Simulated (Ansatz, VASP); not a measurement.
# LiCl in VASP and in Ansatz

INCAR

```
SYSTEM = LiCl
PREC     = Accurate       ! precision mode
ENCUT    = 520            ! plane-wave cutoff, eV
EDIFF    = 1E-6           ! SCF threshold, eV
ISMEAR   = 0              ! smearing method
SIGMA    = 0.02           ! smearing width, eV
LREAL    = .FALSE.        ! projectors in reciprocal space
LASPH    = .TRUE.         ! aspherical terms in the spheres
NELM     = 60             ! most SCF steps
ALGO     = Normal         ! electronic algorithm
ISIF     = 2              ! what is computed and relaxed
LWAVE    = .FALSE.        ! write WAVECAR
LCHARG   = .TRUE.         ! write CHGCAR
GGA      = PS             ! functional
LELF     = .TRUE.         ! ELF
LVHAR    = .TRUE.       
NBANDS   = 12             ! bands
```

KPOINTS

```
regular mesh
0
G
  8 8 8
  0 0 0
```

The input POSCAR:

```
LiCl
1.0
    0.0000000000      2.5487302500      2.4717874500
    2.4717874500      0.0000000000      2.4717874500
    2.4717874500      2.5487302500      0.0000000000
Li Cl
1 1
Direct
    0.0000000000      0.0000000000      0.0000000000
    0.5000000000      0.5000000000      0.5000000000
```

Input for Ansatz:

```yaml
crystal:
  lattice:
    - [0.0, 2.54873025, 2.47178745]
    - [2.47178745, 0.0, 2.47178745]
    - [2.47178745, 2.54873025, 0.0]
  atoms:
    - { symbol: Li, position: [0.0, 0.0, 0.0] }
    - { symbol: Cl, position: [0.5, 0.5, 0.5] }
basis:
  ecutwfc: 420
kpoints:
  mp_grid: { grid: [8, 8, 8] }
hamiltonian:
  xc: pbesol
scf:
  occupations: { method: gaussian, width: 0.02 }
output:
  forces: true
  stress: true
  eigenvalues: true
```

Alike in both runs: task single point; functional PBEsol; k mesh 8 × 8 × 8; occupations gaussian, width 0.02 eV; no spin polarisation.

```csv
,VASP,Ansatz
version,VASP 6.6.1,Ansatz 0.2.0
potentials or method,"VASP PAW PBE potentials, release 64 (Li_sv, Cl), cutoff 520 eV","scalar-relativistic, plane waves, PAW"
valence electrons in the cell,10,10
```

```csv
,VASP,Ansatz,Ansatz less VASP
gap on the k mesh at the Fermi level (eV),6.56,6.55,-0.011
least direct gap on the mesh (eV),6.56,6.55,-0.011
```

VASP's potentials were made for PBE, not for PBEsol. With one functional, cell and mesh, what is left measures potentials, basis and numerics.

Noted on VASP's run: the cutoff is short for stress, so the pressure is rough.
